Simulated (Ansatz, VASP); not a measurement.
**LiH: VASP beside Ansatz**

File INCAR:

```
ALGO = Normal ; EDIFF = 1E-6
ENCUT = 520 ; ISIF = 2
ISMEAR = -1 ; LASPH = T
LCHARG = F ; LREAL = F
LWAVE = F ; NBANDS = 9
NELM = 100 ; PREC = Accurate
SIGMA = 0.03
```

File KPOINTS:

```
k-points
0
Gamma
  11 11 11
```

File POSCAR:

```
LiH
1.0
    0.0406500000      2.0528250000      2.0528250000
    2.0528250000      0.0406500000      2.0528250000
    2.0528250000      2.0528250000      0.0406500000
Li H
1 1
Direct
    0.0000000000      0.0000000000      0.0000000000
    0.5000000000      0.5000000000      0.5000000000
```

Input for Ansatz:

```yaml
crystal:
  lattice:
    - [0.04065, 2.052825, 2.052825]
    - [2.052825, 0.04065, 2.052825]
    - [2.052825, 2.052825, 0.04065]
  atoms:
    - { symbol: Li, position: [0.0, 0.0, 0.0] }
    - { symbol: H, position: [0.5, 0.5, 0.5] }
kpoints:
  mp_grid: { grid: [11, 11, 11] }
  band_path:
    path:
      - [0.0, 0.0, 0.0]
      - [0.5, 0.5, 0.5]
      - [0.2451701269, 0.5, 0.7548298731]
      - [-0.2451701269, 0.2451701269, 0.5]
      - [0.0, 0.0, 0.5]
      - [0.0, 0.0, 0.0]
      - [-0.3725850634, 0.0, 0.3725850634]
      - [0.0, 0.3725850634, 0.6274149366]
      - [0.0, 0.5, 0.5]
    npoints: 5
scf:
  occupations: { method: fermi_dirac, width: 0.03 }
hamiltonian:
  xc: lda
  pseudopotentials: { kind: all_electron, lapw: { basis_error: 0.001 } }
output:
  forces: true
  stress: true
  eigenvalues: true
```

Change from the starting cell: equal xy, yz and zx shear strains of +2 %.

Alike in both runs: task single point; functional LDA; k mesh 11 × 11 × 11; occupations fermi-dirac, width 0.03 eV; no spin polarisation.

```csv
,VASP,Ansatz
version,VASP 6.6.1,Ansatz 0.2.0
potentials or method,"VASP PAW LDA potentials, release 64 (Li_sv, H), cutoff 520 eV","all-electron LAPW, scalar-relativistic"
```

|  | VASP | Ansatz | Ansatz less VASP |
| --- | --- | --- | --- |
| gap on the k mesh at the Fermi level (eV) | 2.82 | 2.83 | +0.009 |

LDA's correlation is that of Perdew and Zunger in VASP and of Perdew and Wang (1992) in Ansatz. Ansatz ran all-electron here, and VASP with PAW potentials.

Noted on VASP's run: the cutoff is short for stress, so the pressure is rough.
